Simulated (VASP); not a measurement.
# Al32H (a cell with a defect) in VASP: single point with LDA

Aim: the single point of Al32H (a cell with a defect) with LDA.

Program: VASP 6.6.1. These are calculated values, not measurements. Logs are shortened: lines on timing, memory, paths and dates and some standing lists are left out, and cuts for length are marked.

## Step 1: The cell of the first run

The cell holds a defect, 33 atoms: a = 8.100 Å, b = 8.100 Å, c = 8.100 Å, α = 90.00°, β = 90.00°, γ = 90.00°.

## Step 2: Single point, LDA

Contents of INCAR:

```
SYSTEM = Al32H
ALGO     = Normal         ! electronic algorithm
EDIFF    = 1E-6           ! SCF threshold, eV
ENCUT    = 520            ! plane-wave cutoff, eV
ISIF     = 2              ! what is computed and relaxed
ISMEAR   = 0              ! smearing method
LASPH    = .True.         ! aspherical terms in the spheres
LCHARG   = .True.         ! write CHGCAR
LELF     = .True.         ! ELF
LREAL    = Auto         
LVHAR    = .True.       
LWAVE    = .False.        ! write WAVECAR
NBANDS   = 70             ! bands
NELM     = 100            ! most SCF steps
PREC     = Accurate       ! precision mode
SIGMA    = 0.15           ! smearing width, eV
```

Contents of KPOINTS:

```
k-points
0
Gamma
  3 3 3
  0 0 0
```

Contents of POSCAR:

```
Al32H
1.0
    8.1000000000      0.0000000000      0.0000000000
    0.0000000000      8.1000000000      0.0000000000
    0.0000000000      0.0000000000      8.1000000000
Al H
32 1
Direct
    0.4995238272     -0.0002191358      0.0007977778
    0.7490362963      0.2505262963     -0.0000985185
    0.7478151852     -0.0011128395      0.2490886420
    0.0005579012      0.0006379012     -0.0017414815
    0.2482588889      0.2483388889     -0.0003793827
    0.4954560494      0.4955387654     -0.0032622222
    0.7583822222      0.7584730864     -0.0150271605
    0.2450517284      0.0017839506      0.2500061728
    0.4986114815      0.2505148148      0.2503093827
    0.7583866667      0.4837644444      0.2596872840
    0.4969820988      0.0006304938      0.5018306173
    0.7487314815      0.2451086420      0.5029898765
    0.7487333333      0.0017911111      0.7463255556
   -0.0002969136      0.4996039506      0.0008027160
    0.2504475309      0.7491182716     -0.0001032099
    0.0017197531      0.2451211111      0.2500092593
    0.2504466667      0.4986891358      0.2503116049
    0.4837179012      0.7584561728      0.2596655556
   -0.0012170370     -0.0011458025      0.5000525926
    0.2490622222      0.2491393827      0.5006402469
    0.4995225926      0.4995975309      0.5009770370
    0.7478106173      0.7478846914      0.5000912346
    0.2490627160     -0.0005570370      0.7503309877
    0.4983559259      0.2483396296      0.7495359259
    0.7490340741      0.4986924691      0.7517249383
   -0.0011876543      0.7478848148      0.2490845679
    0.0005565432      0.4970619753      0.5018361728
    0.2450404938      0.7488074074      0.5029765432
   -0.0006375309      0.2491423457      0.7503334568
    0.2482600000      0.4984367901      0.7495364198
    0.4986097531      0.7491135802      0.7517148148
    0.0017135802      0.7488127160      0.7463261728
    0.6565639506      0.6566028395      0.1578245679
```

Potentials or basis: VASP PAW LDA potentials, release 64 (Al, H).

Started as:

```
> cat potpaw_LDA.64/Al/POTCAR potpaw_LDA.64/H/POTCAR > POTCAR
> mpirun -np 1 vasp_std > vasp.out
```

OUTCAR:

```text
SYSTEM = Al32H
   EDIFF = 1E-6
   ENCUT = 520
   ISIF = 2
   ISMEAR = 0
   LASPH = .True.
   LREAL = Auto
   NELM = 100
   PREC = Accurate

 ion  position               nearest neighbor table
   1  0.500  1.000  0.001-   3 2.84  15 2.86  31 2.86  24 2.86   5 2.86   9 2.87   2 2.87  23 2.87
                             7 2.87  18 2.87   8 2.89  13 2.89
   2  0.749  0.251  1.000-  10 2.83  25 2.84   6 2.86  14 2.86  29 2.86   1 2.87   9 2.87   3 2.87
                            24 2.87   4 2.87  13 2.88  16 2.88
   3  0.748  0.999  0.249-   1 2.84  12 2.86  16 2.86   2 2.87   9 2.87  19 2.87  26 2.88  22 2.88
                             4 2.88  11 2.88  18 2.89   7 2.89
   4  0.001  0.001  0.998-   7 2.78   5 2.84  16 2.84   8 2.84  29 2.84  23 2.84  15 2.87   2 2.87
                             3 2.88  26 2.88  13 2.89  32 2.89
   5  0.248  0.248  1.000-   6 2.83   4 2.84  16 2.85   8 2.85  29 2.85  23 2.85  14 2.86   1 2.86
                            24 2.86  30 2.86  17 2.87   9 2.87
   6  0.495  0.496  0.997-   5 2.83  30 2.83  24 2.83  17 2.86  15 2.86  25 2.86   2 2.86   9 2.86
                            31 2.86  18 3.01   7 3.01  10 3.01
   7  0.758  0.758  0.985-  33 1.82  13 2.76  32 2.76   4 2.78  25 2.83  31 2.83   1 2.87  14 2.87
                             3 2.89  26 2.89   6 3.01  18 3.15  10 3.15
   8  0.245  0.002  0.250-  18 2.76  16 2.79   4 2.84  19 2.84   5 2.85  20 2.85  26 2.86   9 2.88
                            15 2.88   1 2.89  11 2.89  28 2.90
   9  0.499  0.251  0.250-  10 2.83  17 2.84   6 2.86  21 2.86  20 2.86   1 2.87   2 2.87   3 2.87
[... 32 lines left out ...]
                            24 2.87  27 2.87  12 2.88  32 2.88
  26  0.999  0.748  0.249-  14 2.84  28 2.86   8 2.86  15 2.87  17 2.87  19 2.87   3 2.88  22 2.88
                            27 2.88   4 2.88   7 2.89  10 2.89
  27  0.001  0.497  0.502-  10 2.78  30 2.84  28 2.84  32 2.84  29 2.84  20 2.84  25 2.87  17 2.87
                            22 2.88  26 2.88  16 2.89  12 2.89
  28  0.245  0.749  0.503-  18 2.76  32 2.79  27 2.84  19 2.84  30 2.85  23 2.85  26 2.86  31 2.88
                            17 2.88  21 2.89  11 2.89   8 2.90
  29  0.999  0.249  0.750-  27 2.84   4 2.84  12 2.85  13 2.85   5 2.85  30 2.85  20 2.86  23 2.86
                            25 2.86   2 2.86  19 2.87  14 2.87
  30  0.248  0.498  0.750-   6 2.83  27 2.84  32 2.85  28 2.85  29 2.85  20 2.85  21 2.86  14 2.86
                             5 2.86  24 2.86  31 2.87  15 2.87
  31  0.499  0.749  0.752-   7 2.83  15 2.84   6 2.86   1 2.86  23 2.86  21 2.87  22 2.87  25 2.87
                            30 2.87  11 2.87  28 2.88  13 2.88
  32  0.002  0.749  0.746-   7 2.76  28 2.79  27 2.84  19 2.84  30 2.85  23 2.85  22 2.86  15 2.88
                            25 2.88  14 2.89   4 2.89  13 2.90
  33  0.657  0.657  0.158-  10 1.82  18 1.82   7 1.82

  LATTYP: Found a simple cubic cell.
 ALAT       =     8.1000000000

  Lattice vectors:

 A1 = (   8.1000000000,   0.0000000000,   0.0000000000)
 A2 = (   0.0000000000,   8.1000000000,   0.0000000000)
 A3 = (   0.0000000000,   0.0000000000,   8.1000000000)

Analysis of symmetry for initial positions (statically):
=====================================================================
[... 192 lines left out ...]
   IALGO  =     38    algorithm
   IMIX   =      4    mixing-type and parameters
     AMIX     =   0.40;   BMIX     =  1.00
     AMIX_MAG =   1.60;   BMIX_MAG =  1.00
  volume/ion in A,a.u.               =      16.10       108.68
  Fermi-wavevector in a.u.,A,eV,Ry     =   0.928639  1.754874 11.733269  0.862371
  Thomas-Fermi vector in A             =   2.054837
   LORBIT       =      0    0 simple, 1 ext, 2 COOP (PROOUT), +10 PAW based schemes
   GGA     = CA    functional components
   LHFCALC =     F    Hartree Fock is set to
   AEXX    =    0.0000 exact exchange contribution
   IVDW    =     0    specifies the selected vdW correction
   LEPSILON=     F    determine dielectric tensor
   LRPA    =     F    only Hartree local field effects (RPA)
 non-spin polarized calculation
 Gauss-broadening in eV      SIGMA  =   0.15
  energy-cutoff  :      520.00
  volume of cell :      531.44
 maximum number of plane-waves:     14358
   NGX = 31   NGY = 31   NGZ = 31

 number of electron      96.9999999 magnetization

 Free energy of the ion-electron system (eV)
  ---------------------------------------------------
  ext. energy  EPLUGINS =         0.00000000
  ---------------------------------------------------
  free energy    TOTEN  =      -137.61708680 eV

  energy without entropy =     -137.53654901  energy(sigma->0) =     -137.57681791

 E-fermi :   7.6409     XC(G=0): -10.3409

 val. band max:        7.5145413410   @ k =   0.3333   0.3333   0.3333
 cond. band min:       7.6525819439   @ k =   0.3333   0.0000   0.0000
 fundamental gap:      0.1380406029
 Fermi energy:         7.6409404345

 k-point     1 :       0.0000    0.0000    0.0000
  band No.  band energies     occupation
      1      -3.4296      2.00000
      2      -1.6888      2.00000
      3      -1.1288      2.00000
      4      -1.1288      2.00000
      5      -1.0942      2.00000
      6      -1.0941      2.00000
[... 871 lines left out ...]
     59       9.5264      0.00000
     60       9.5434      0.00000
 [bands above 60 left out]

------------------------ aborting loop because EDIFF is reached ----------------------------------------

  FORCE on cell =-STRESS in cart. coord.  units (eV):
  Direction    XX          YY          ZZ          XY          YZ          ZX
  --------------------------------------------------------------------------------------
  -------------------------------------------------------------------------------------
  Total       -9.1010983     -9.1014698     -9.0982666     -0.5587936     -0.5697381     -0.5696304
  in kB      -27.4378028    -27.4389228    -27.4292660     -1.6846394     -1.7176347     -1.7173101
  external PRESSURE =     -27.4353305 kB  Pullay stress =       0.0000000 kB

 VOLUME and BASIS-vectors are now :
 -----------------------------------------------------------------------------
  energy-cutoff  :      520.00
  volume of cell :      531.44
      direct lattice vectors                 reciprocal lattice vectors
     8.100000000  0.000000000  0.000000000     0.123456790  0.000000000  0.000000000
     0.000000000  8.100000000  0.000000000     0.000000000  0.123456790  0.000000000
     0.000000000  0.000000000  8.100000000     0.000000000  0.000000000  0.123456790

 POSITION                                       TOTAL-FORCE (eV/Angst)
 -----------------------------------------------------------------------------------
      4.04614      8.09823      0.00646         0.004520      0.002939      0.001008
      6.06719      2.02926      8.09920         0.003738      0.003756      0.007792
      6.05730      8.09099      2.01762         0.002559     -0.004222      0.001565
      0.00452      0.00517      8.08589         0.009861      0.009580      0.006198
      2.01090      2.01155      8.09693         0.003727      0.003886      0.004985
      4.01319      4.01386      8.07358         0.003282      0.002907      0.006505
[... 25 lines left out ...]
      0.01388      6.06538      6.04524         0.003774      0.004288      0.001938
      5.31817      5.31848      1.27838        -0.166703     -0.166313     -0.165466
 -----------------------------------------------------------------------------------
    total drift:                                0.032612      0.027888     -0.007100

  FREE ENERGIE OF THE ION-ELECTRON SYSTEM (eV)
  ---------------------------------------------------
  free  energy   TOTEN  =      -137.6170868031 eV

  energy  without entropy=     -137.5365490090  energy(sigma->0) =     -137.57681791
```

OSZICAR:

```text
N       E                     dE             d eps       ncg     rms          rms(c)
DAV:   1     0.119965844119E+03    0.11997E+03   -0.34054E+04  1960   0.111E+03
DAV:   2    -0.124335581895E+03   -0.24430E+03   -0.22820E+03  2312   0.146E+02
DAV:   3    -0.138476868574E+03   -0.14141E+02   -0.13497E+02  2424   0.284E+01
DAV:   4    -0.138762232196E+03   -0.28536E+00   -0.28276E+00  2354   0.415E+00
DAV:   5    -0.138765475679E+03   -0.32435E-02   -0.32409E-02  2360   0.486E-01    0.807E+00
DAV:   6    -0.138010092578E+03    0.75538E+00   -0.20883E-01  2708   0.142E+00    0.456E+00
DAV:   7    -0.137628168614E+03    0.38192E+00   -0.69933E-01  2176   0.200E+00    0.839E-01
DAV:   8    -0.137621345073E+03    0.68235E-02   -0.82431E-02  2218   0.745E-01    0.502E-01
DAV:   9    -0.137617455002E+03    0.38901E-02   -0.21840E-02  2264   0.302E-01    0.193E-01
DAV:  10    -0.137617217710E+03    0.23729E-03   -0.26793E-03  2266   0.127E-01    0.150E-01
DAV:  11    -0.137617134367E+03    0.83344E-04   -0.20191E-04  2296   0.339E-02    0.426E-02
DAV:  12    -0.137617079246E+03    0.55120E-04   -0.13295E-04  2450   0.330E-02    0.620E-03
DAV:  13    -0.137617087496E+03   -0.82501E-05   -0.84676E-05  2200   0.184E-02    0.840E-03
DAV:  14    -0.137617086803E+03    0.69331E-06   -0.12890E-06  1674   0.345E-03
   1 F= -.13761709E+03 E0= -.13757682E+03  d E =-.805378E-01
```

stdout:

```text
POSCAR found type information on POSCAR AlH
 POSCAR found :  2 types and      33 ions
 scaLAPACK will be used
 LDA part: xc-table for (Slater(with rela. corr.)+CA(PZ))
 , standard interpolation
 POSCAR, INCAR and KPOINTS ok, starting setup
 FFT: planning ... GRIDC
 FFT: planning ... GRID_SOFT
 FFT: planning ... GRID
 WAVECAR not read
 entering main loop
```

It took 4.9 min on 1 thread of Intel Xeon 6975P-C (Granite Rapids), shared host; peak memory 0.57 GiB.

Results:

```
Free energy            : -137.6171 eV
Pressure               : -2.7 GPa
Largest force          : 0.288 eV/Å
Band gap on the k mesh : zero (an odd number of electrons rules out a gap without spin polarisation)
```

Forces on the atoms (eV/Å):
```
Al   0.005  0.003  0.001
Al   0.004  0.004  0.008
Al   0.003 -0.004  0.002
Al   0.010  0.010  0.006
Al   0.004  0.004  0.005
Al   0.003  0.003  0.007
Al   0.023  0.023  0.008
Al   0.000  0.005  0.005
Al   0.010  0.004  0.001
Al   0.023  0.006  0.025
Al   0.003  0.010  0.012
Al   0.004  0.001  0.005
Al   0.004  0.004  0.002
Al   0.003  0.004  0.001
Al   0.004  0.004  0.008
Al   0.004  0.000  0.005
Al   0.004  0.010  0.001
Al   0.005  0.024  0.025
Al   0.004  0.004  0.002
Al   0.005  0.005  0.000
Al   0.004  0.004  0.000
Al   0.002  0.002 -0.004
Al   0.005  0.002  0.003
Al   0.005  0.004  0.004
Al   0.001  0.008  0.004
Al  -0.004  0.002  0.002
Al   0.010  0.003  0.011
Al   0.001  0.004  0.005
Al   0.003  0.005  0.003
Al   0.004  0.005  0.004
Al   0.008  0.001  0.004
Al   0.004  0.004  0.002
H   -0.167 -0.166 -0.165
```

Stress tensor (GPa, compression positive):
```
-2.74 -0.17 -0.17
-0.17 -2.74 -0.17
-0.17 -0.17 -2.74
```

Levels at points of the mesh, in eV from the Fermi level:
| k point | band 45 | band 46 | band 47 | band 48 | band 49 | band 50 | band 51 | band 52 |
| --- | --- | --- | --- | --- | --- | --- | --- | --- |
| (0.00, 0.00, 0.00) | -0.67 | 0.22 | 0.24 | 0.24 | 0.28 | 0.34 | 0.34 | 0.78 |

The gap in the log of VASP goes by the Fermi energy; the results here count the filled bands.